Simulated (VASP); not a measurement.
# Hf2B (P-3m1) in VASP: notebook

Runs on Hf2B. Level: PBE. Tasks: single point.

Program: VASP 6.6.1. These are calculated values, not measurements. Logs are shortened: lines on timing, memory, paths and dates and some standing lists are left out, and cuts for length are marked.

## 1. The cell of the first run

It takes space group P-3m1 (No. 164, trigonal). Conventional cell: a = 3.078 Å, b = 3.078 Å, c = 10.936 Å, α = 90.00°, β = 90.00°, γ = 120.00°. Within 3.2 Å of Hf (site symmetry 3m) lie 6 B at 2.46 Å and 9 Hf at 3.08 to 3.11 Å. Within 4.0 Å of Hf (site symmetry 3m) lie 12 Hf at 3.01 to 3.11 Å. Within 2.5 Å of B (site symmetry 3m) lie 3 B at 1.78 Å and 6 Hf at 2.46 Å.

## 2. Single point, PBE (14.96 Å³/atom)

The input, INCAR:

```
SYSTEM = Hf2B
PREC = Accurate ; ENCUT = 520
EDIFF = 1E-7 ; ISMEAR = 0
SIGMA = 0.1 ; LREAL = .False.
LASPH = .True. ; NELM = 60
ALGO = Fast ; ISIF = 2
LWAVE = .False. ; LCHARG = .False.
GGA = PE ; NBANDS = 32
```

The input, KPOINTS:

```
regular mesh
0
Gamma
  12 12 4
  0 0 0
```

The input, POSCAR:

```
Hf2B
1.0
    3.0783676568      0.0000000000      0.0000000000
   -1.5391838284      2.6659445930      0.0000000000
    0.0000000000      0.0000000000     10.9360782545
Hf B
4 2
Direct
    0.0000000000      0.0000000000      0.1555232436
    0.0000000000      0.0000000000      0.8444767564
    0.3333333333      0.6666666667      0.3890395925
    0.6666666667      0.3333333333      0.6109604075
    0.3333333333      0.6666666667      0.9995024326
    0.6666666667      0.3333333333      0.0004975674
```

Potentials or basis: VASP PAW PBE potentials, release 64 (Hf_pv, B).

On the command line:

```bash
cat potpaw_PBE.64/Hf_pv/POTCAR potpaw_PBE.64/B/POTCAR > POTCAR
mpirun -np 1 vasp_std > vasp.out
```

OUTCAR:

```text
SYSTEM = Hf2B
   PREC = Accurate
   ENCUT = 520
   EDIFF = 1E-7
   ISMEAR = 0
   LREAL = .False.
   LASPH = .True.
   NELM = 60
   ISIF = 2
   GGA = PE

 ion  position               nearest neighbor table
   1  0.000  0.000  0.156-   6 2.46   6 2.46   6 2.46   5 2.46   5 2.46   5 2.46   3 3.11   3 3.11
                             3 3.11   2 3.40
   2  0.000  0.000  0.844-   5 2.46   5 2.46   5 2.46   6 2.46   6 2.46   6 2.46   4 3.11   4 3.11
                             4 3.11   1 3.40
   3  0.333  0.667  0.389-   4 3.01   4 3.01   4 3.01   1 3.11   1 3.11   1 3.11
   4  0.667  0.333  0.611-   3 3.01   3 3.01   3 3.01   2 3.11   2 3.11   2 3.11
   5  0.333  0.667  1.000-   6 1.78   6 1.78   6 1.78   2 2.46   2 2.46   2 2.46   1 2.46   1 2.46
                             1 2.46
   6  0.667  0.333  0.000-   5 1.78   5 1.78   5 1.78   1 2.46   1 2.46   1 2.46   2 2.46   2 2.46
                             2 2.46

  LATTYP: Found a hexagonal cell.
 ALAT       =     3.0783676568
 C/A-ratio  =     3.5525575479

  Lattice vectors:

 A1 = (   3.0783676568,   0.0000000000,   0.0000000000)
 A2 = (  -1.5391838284,   2.6659445930,   0.0000000000)
 A3 = (   0.0000000000,   0.0000000000,  10.9360782545)

Analysis of symmetry for initial positions (statically):
=====================================================================
 Subroutine PRICEL returns:
 Original cell was already a primitive cell.

 Routine SETGRP: Setting up the symmetry group for a
 hexagonal supercell.

 Subroutine GETGRP returns: Found 12 space group operations
 (whereof 12 operations were pure point group operations)
 out of a pool of 24 trial point group operations.

The static configuration has the point symmetry D_3d.

Analysis of symmetry for dynamics (positions and initial velocities):
=====================================================================
 Subroutine PRICEL returns:
 Original cell was already a primitive cell.

 Routine SETGRP: Setting up the symmetry group for a
 hexagonal supercell.

 Subroutine GETGRP returns: Found 12 space group operations
 (whereof 12 operations were pure point group operations)
 out of a pool of 24 trial point group operations.

The dynamic configuration has the point symmetry D_3d.

 Subroutine INISYM returns: Found 12 space group operations
 (whereof 12 operations are pure point group operations),
 and found     1 'primitive' translations

----------------------------------------------------------------------------------------

                                     Primitive cell

  volume of cell :      89.7497

  direct lattice vectors                    reciprocal lattice vectors
     3.078367657  0.000000000  0.000000000     0.324847488  0.187550785  0.000000000
    -1.539183828  2.665944593  0.000000000     0.000000000  0.375101569  0.000000000
     0.000000000  0.000000000 10.936078254     0.000000000  0.000000000  0.091440458

  length of vectors
     3.078367657  3.078367657 10.936078254     0.375101569  0.375101569  0.091440458

  position of ions in fractional coordinates (direct lattice)
     0.000000000  0.000000000  0.155523244
     0.000000000  0.000000000  0.844476756
     0.333333333  0.666666667  0.389039592
     0.666666667  0.333333333  0.610960408
     0.333333333  0.666666667  0.999502433
     0.666666667  0.333333333  0.000497567

  ion indices of the primitive-cell ions
   primitive index   ion index
                 1           1
                 2           2
                 3           3
                 4           4
                 5           5
                 6           6

----------------------------------------------------------------------------------------

 KPOINTS: regular mesh

Automatic generation of k-mesh.
 Grid dimensions read from file:
 generate k-points for:   12   12    4

 Generating k-lattice:

  Cartesian coordinates                     Fractional coordinates (reciprocal lattice)
     0.027070624  0.015629232  0.000000000     0.083333333 -0.000000000  0.000000000
     0.000000000  0.031258464  0.000000000     0.000000000  0.083333333  0.000000000
     0.000000000  0.000000000  0.022860114     0.000000000  0.000000000  0.250000000

  Length of vectors
     0.031258464  0.031258464  0.022860114

  Shift w.r.t. Gamma in fractional coordinates (k-lattice)
     0.000000000  0.000000000  0.000000000

 Subroutine IBZKPT returns following result:
 ===========================================

 Found     69 irreducible k-points:

 Following reciprocal coordinates:
            Coordinates               Weight
  0.000000  0.000000  0.000000      1.000000
  0.083333 -0.000000  0.000000      6.000000
  0.166667 -0.000000  0.000000      6.000000
  0.250000 -0.000000  0.000000      6.000000
  0.333333  0.000000  0.000000      6.000000
  0.416667  0.000000  0.000000      6.000000
[... 16 lines left out ...]
  0.166667 -0.000000  0.250000      6.000000
  0.000000  0.166667  0.250000      6.000000
 [... further k-points ...]
   k-points           NKPTS =     69   k-points in BZ     NKDIM =     69   number of bands    NBANDS=     32
   number of dos      NEDOS =    301   number of ions     NIONS =      6
   total plane-waves  NPLWV =  48384
   dimension x,y,z NGX =    24 NGY =   24 NGZ =   84
   dimension x,y,z NGXF=    48 NGYF=   48 NGZF=  168
   ions per type =               4   2
   NGX,Y,Z   is equivalent  to a cutoff of  12.96, 12.96, 12.77 a.u.
   NGXF,Y,Z  is equivalent  to a cutoff of  25.92, 25.92, 25.54 a.u.
 SYSTEM =  Hf2B
   PREC   = accura    normal or accurate (medium, high low for compatibility)
   ISTART =      0    job   : 0-new  1-cont  2-samecut
   ICHARG =      2    charge: 1-file 2-atom 10-const
   ISPIN  =      1    spin polarized calculation?
   LNONCOLLINEAR =      F non collinear calculations
   LSORBIT =      F    spin-orbit coupling
   LASPH  =      T    aspherical Exc in radial PAW
   ENCUT  =  520.0 eV  38.22 Ry    6.18 a.u.   5.72  5.72 20.33*2*pi/ulx,y,z
   NELM   =     60;   NELMIN=  2; NELMDL= -5     # of ELM steps
   EDIFF  = 0.1E-06   stopping-criterion for ELM
   LREAL  =      F    real-space projection
   EDIFFG = 0.1E-05   stopping-criterion for IOM
   NSW    =      0    number of steps for IOM
   IBRION =     -1    ionic relax: 0-MD 1-quasi-New 2-CG
   NFREE  =      0    steps in history (QN), initial steepest desc. (CG)
   ISIF   =      2    stress and relaxation
   ISYM   =      2    0-nonsym 1-usesym 2-fastsym
   POTIM  = 0.5000    time-step for ionic-motion
   TEBEG  =    0.0;   TEEND  =   0.0 temperature during run
   PSTRESS=    0.0 pullay stress
   NELECT =      46.0000    total number of electrons
   NUPDOWN=      -1.0000    fix difference up-down
   EMIN   =  10.00;   EMAX   =-10.00  energy-range for DOS
   EFERMI =   0.00;   METHOD = LEGACY
   ISMEAR =     0;   SIGMA  =   0.10  broadening in eV -4-tet -1-fermi 0-gaus
   EFERMI_NEDOS =   21; number of points for ismear=-14 and -15
   IALGO  =     68    algorithm
   IMIX   =      4    mixing-type and parameters
     AMIX     =   0.40;   BMIX     =  1.00
     AMIX_MAG =   1.60;   BMIX_MAG =  1.00
  volume/ion in A,a.u.               =      14.96       100.94
  Fermi-wavevector in a.u.,A,eV,Ry     =   1.310136  2.475798 23.353805  1.716456
  Thomas-Fermi vector in A             =   2.440687
   LORBIT       =      0    0 simple, 1 ext, 2 COOP (PROOUT), +10 PAW based schemes
   GGA     = PE    functional components
   LHFCALC =     F    Hartree Fock is set to
   AEXX    =    0.0000 exact exchange contribution
   IVDW    =     0    specifies the selected vdW correction
   LEPSILON=     F    determine dielectric tensor
   LRPA    =     F    only Hartree local field effects (RPA)
 non-spin polarized calculation
 RMM-DIIS sequential band-by-band and
 Gauss-broadening in eV      SIGMA  =   0.10
  energy-cutoff  :      520.00
  volume of cell :       89.75
 maximum number of plane-waves:      2444
 NGX is ok and might be reduce to    24
   NGX = 11   NGY = 11   NGZ = 41

 number of electron      46.0000004 magnetization

 Free energy of the ion-electron system (eV)
  ---------------------------------------------------
  ext. energy  EPLUGINS =         0.00000000
  ---------------------------------------------------
  free energy    TOTEN  =       -55.56273348 eV

  energy without entropy =      -55.53863635  energy(sigma->0) =      -55.55068491

 E-fermi :   6.0349     XC(G=0): -12.0469

 val. band max:        6.0286032560   @ k =  -0.1667   0.5000   0.2500
 cond. band min:       6.0471501704   @ k =   0.1667   0.0833   0.0000
 fundamental gap:      0.0185469144
 Fermi energy:         6.0348874503

 k-point     1 :       0.0000    0.0000    0.0000
  band No.  band energies     occupation
      1     -24.6508      2.00000
      2     -24.2557      2.00000
      3     -24.1328      2.00000
      4     -23.7393      2.00000
      5     -23.7393      2.00000
      6     -23.7045      2.00000
[... 24 lines left out ...]
     31       8.1804      0.00000
     32       9.3838      0.00000

 k-point     2 :       0.0833   -0.0000    0.0000
  band No.  band energies     occupation
      1     -24.6300      2.00000
      2     -24.2495      2.00000
      3     -24.1360      2.00000
      4     -23.7935      2.00000
      5     -23.7561      2.00000
      6     -23.7220      2.00000
[... 24 lines left out ...]
     31       8.2320      0.00000
     32       9.6643      0.00000
[... 733 lines left out ...]
     31       8.9472      0.00000
     32       9.5592      0.00000

 k-point    24 :       0.0000    0.1667    0.2500
  band No.  band energies     occupation
      1     -24.5600      2.00000
      2     -24.3103      2.00000
      3     -24.0844      2.00000
      4     -23.9343      2.00000
      5     -23.8632      2.00000
      6     -23.8002      2.00000
[... 24 lines left out ...]
     31       8.6077      0.00000
     32       9.9954      0.00000

 [... further k-points ...]

------------------------ aborting loop because EDIFF is reached ----------------------------------------

  FORCE on cell =-STRESS in cart. coord.  units (eV):
  Direction    XX          YY          ZZ          XY          YZ          ZX
  --------------------------------------------------------------------------------------
  -------------------------------------------------------------------------------------
  Total        7.9964651      7.9964651      8.0751673      0.0000000     -0.0000000      0.0000000
  in kB      142.7497683    142.7497683    144.1547300      0.0000000     -0.0000000      0.0000000
  external PRESSURE =     143.2180889 kB  Pullay stress =       0.0000000 kB

 VOLUME and BASIS-vectors are now :
 -----------------------------------------------------------------------------
  energy-cutoff  :      520.00
  volume of cell :       89.75
      direct lattice vectors                 reciprocal lattice vectors
     3.078367657  0.000000000  0.000000000     0.324847488  0.187550785  0.000000000
    -1.539183828  2.665944593  0.000000000     0.000000000  0.375101569  0.000000000
     0.000000000  0.000000000 10.936078254     0.000000000  0.000000000  0.091440458

 POSITION                                       TOTAL-FORCE (eV/Angst)
 -----------------------------------------------------------------------------------
      0.00000      0.00000      1.70081         0.000000     -0.000000     -0.002783
      0.00000      0.00000      9.23526         0.000000      0.000000      0.002783
     -0.00000      1.77730      4.25457        -0.000000      0.000000      0.016584
      1.53918      0.88865      6.68151         0.000000     -0.000000     -0.016584
     -0.00000      1.77730     10.93064         0.000000      0.000000      0.001584
      1.53918      0.88865      0.00544         0.000000     -0.000000     -0.001584
 -----------------------------------------------------------------------------------
    total drift:                                0.000000     -0.000000      0.000000

  FREE ENERGIE OF THE ION-ELECTRON SYSTEM (eV)
  ---------------------------------------------------
  free  energy   TOTEN  =       -55.5627334828 eV

  energy  without entropy=      -55.5386363453  energy(sigma->0) =      -55.55068491
```

Run time: 3.6 min. Hardware: 1 thread of Intel Xeon Platinum 8375C at 2.90GHz (Ice Lake), shared host; peak memory 0.31 GiB.

What came out:

| Property | Result |
| --- | --- |
| Free energy | -55.5627 eV |
| Pressure | 14.3 GPa |
| Largest force | 0.017 eV/Å |
| Band gap on the k mesh | zero (bands 23 and 24 overlap by 1.89 eV) |

Forces on the atoms (eV/Å):
```
Hf   0.000  0.000 -0.003
Hf   0.000  0.000  0.003
Hf   0.000  0.000  0.017
Hf   0.000  0.000 -0.017
B    0.000  0.000  0.002
B    0.000  0.000 -0.002
```

Stress tensor (GPa, compression positive):
```
14.27  0.00  0.00
 0.00 14.27  0.00
 0.00  0.00 14.42
```

Caveat: the cell stands under pressure; spin-orbit coupling is left out, which moves the levels of the heavy elements.

## 3. Single point, PBE

This run uses another cell than the first one, of 16.44 Å³/atom.

The input, INCAR:

```
PREC = Accurate
ENCUT = 520
EDIFF = 1E-7
ISMEAR = 0
SIGMA = 0.1
LREAL = F
LASPH = T
NELM = 80
ALGO = Fast
ISIF = 2
LWAVE = F
LCHARG = F
GGA = PE
NBANDS = 32
```

The input, KPOINTS:

```
Automatic mesh
0
Gamma
  12 12 4
```

The input, POSCAR:

```
Hf2B
1.0
    3.1699944049      0.0000000000      0.0000000000
   -1.5849972025      2.7452956845      0.0000000000
    0.0000000000      0.0000000000     11.3329820358
Hf B
4 2
Direct
    0.0000000000      0.0000000000      0.1511012290
    0.0000000000      0.0000000000      0.8488987710
    0.3333333333      0.6666666667      0.3887028186
    0.6666666667      0.3333333333      0.6112971814
    0.3333333333      0.6666666667      0.9994615067
    0.6666666667      0.3333333333      0.0005384933
```

Potentials or basis: VASP PAW PBE potentials, release 64 (Hf_pv, B).

On the command line:

```bash
cat potpaw_PBE.64/Hf_pv/POTCAR potpaw_PBE.64/B/POTCAR > POTCAR
mpirun -np 1 vasp_std > vasp.out
```

It took 3.8 min on 1 thread of Intel Xeon Platinum 8375C at 2.90GHz (Ice Lake), shared host; peak memory 0.32 GiB.

Results (log left out):

- Free energy: -55.9234 eV
- Pressure: -0.5 GPa
- Largest force: 0.019 eV/Å
- Band gap on the k mesh: zero (bands 23 and 24 overlap by 1.81 eV)

Forces on the atoms (eV/Å):
```
Hf   0.000  0.000 -0.013
Hf   0.000  0.000  0.013
Hf   0.000  0.000  0.019
Hf   0.000  0.000 -0.019
B    0.000  0.000  0.006
B    0.000  0.000 -0.006
```

Stress tensor (GPa, compression positive):
```
-0.49  0.00  0.00
 0.00 -0.49  0.00
 0.00  0.00 -0.40
```

Levels at points of the mesh, in eV from the Fermi level:
| k point | band 21 | band 22 | band 23 | band 24 | band 25 | band 26 |
| --- | --- | --- | --- | --- | --- | --- |
| (0.00, 0.00, 0.00) | -0.06 | 0.99 | 1.25 | 1.25 | 1.50 | 1.50 |
| (0.50, 0.00, 0.00) | -1.59 | -1.01 | 0.04 | 0.14 | 0.72 | 1.60 |
| (0.00, 0.00, 0.50) | -0.20 | 0.69 | 1.27 | 1.27 | 1.45 | 1.45 |
| (0.50, 0.00, 0.50) | -1.82 | -1.00 | 0.04 | 0.41 | 0.68 | 1.57 |

Caveat: spin-orbit coupling is left out, which moves the levels of the heavy elements.

## 4. Single point, PBE

This run uses another cell than the first one, of 16.44 Å³/atom.

The input, INCAR:

```
ALGO = Fast
EDIFF = 1E-6
ENCUT = 520
GGA = PE
ISIF = 2
ISMEAR = 0
LASPH = True
LCHARG = False
LREAL = False
LWAVE = False
NBANDS = 32
NELM = 100
PREC = Accurate
SIGMA = 0.1
```

The input, KPOINTS:

```
k-points
0
Gamma
  12 12 4
```

The input, POSCAR:

```
Hf2B
1.0
    3.1700509743      0.0000000000      0.0000000000
   -1.5850254872      2.7453446750      0.0000000000
    0.0000000000      0.0000000000     11.3316066528
Hf B
4 2
Direct
    0.0000000000      0.0000000000      0.1511410980
    0.0000000000      0.0000000000      0.8488589020
    0.3333333333      0.6666666667      0.3887111166
    0.6666666667      0.3333333333      0.6112888834
    0.3333333333      0.6666666667      0.9994955892
    0.6666666667      0.3333333333      0.0005044108
```

On the command line:

```bash
cat potpaw_PBE.64/Hf_pv/POTCAR potpaw_PBE.64/B/POTCAR > POTCAR
mpirun -np 1 vasp_std > vasp.out
```

Run time: 3.5 min. Hardware: 1 thread of Intel Xeon Platinum 8375C at 2.90GHz (Ice Lake), shared host; peak memory 0.32 GiB.

Results (log left out):

| Property | Result |
| --- | --- |
| Free energy | -55.9234 eV |
| Pressure | -0.5 GPa |
| Largest force | 0.019 eV/Å |
| Band gap on the k mesh | zero (bands 23 and 24 overlap by 1.81 eV) |

Forces on the atoms (eV/Å):
```
Hf   0.000  0.000 -0.018
Hf   0.000  0.000  0.018
Hf   0.000  0.000  0.019
Hf   0.000  0.000 -0.019
B    0.000  0.000  0.001
B    0.000  0.000 -0.001
```

Stress tensor (GPa, compression positive):
```
-0.49  0.00  0.00
 0.00 -0.49  0.00
 0.00  0.00 -0.38
```

Levels at points of the mesh, in eV from the Fermi level:
| k point | band 21 | band 22 | band 23 | band 24 | band 25 | band 26 |
| --- | --- | --- | --- | --- | --- | --- |
| (0.00, 0.00, 0.00) | -0.06 | 0.99 | 1.25 | 1.25 | 1.50 | 1.50 |
| (0.50, 0.00, 0.00) | -1.59 | -1.01 | 0.04 | 0.14 | 0.72 | 1.60 |
| (0.00, 0.00, 0.50) | -0.20 | 0.69 | 1.27 | 1.27 | 1.45 | 1.45 |
| (0.50, 0.00, 0.50) | -1.82 | -1.00 | 0.04 | 0.41 | 0.68 | 1.57 |

Caveat: spin-orbit coupling is left out, which moves the levels of the heavy elements.

## 5. Summary

```csv
cell,further INCAR settings,gap on the mesh (eV),pressure (GPa),largest force (eV/Å)
"a = 3.078, b = 3.078, c = 10.936 Å, angles 90.0, 90.0, 120.0°, 6 atoms, atomic positions A",ALGO = Fast; EDIFF = 1e-07; NBANDS = 32,none,14.3,0.02
"a = 3.170, b = 3.170, c = 11.333 Å, angles 90.0, 90.0, 120.0°, 6 atoms, atomic positions B",ALGO = Fast; EDIFF = 1e-07; NBANDS = 32,none,-0.5,0.02
"a = 3.170, b = 3.170, c = 11.332 Å, angles 90.0, 90.0, 120.0°, 6 atoms, atomic positions B",ALGO = Fast; EDIFF = 1e-06; NBANDS = 32,none,-0.5,0.02
```

Alike in all rows: task single point; level PBE; potentials or basis VASP PAW PBE potentials, release 64 (Hf_pv, B); no spin polarisation; k mesh 12 × 12 × 4; cutoff (eV) 520; smearing gaussian 0.1 eV.

Caveats: spin-orbit coupling is left out, which moves the levels of the heavy elements; the cell stands under pressure (at least some runs).

Absolute energies hang on the potentials; compare differences alone.
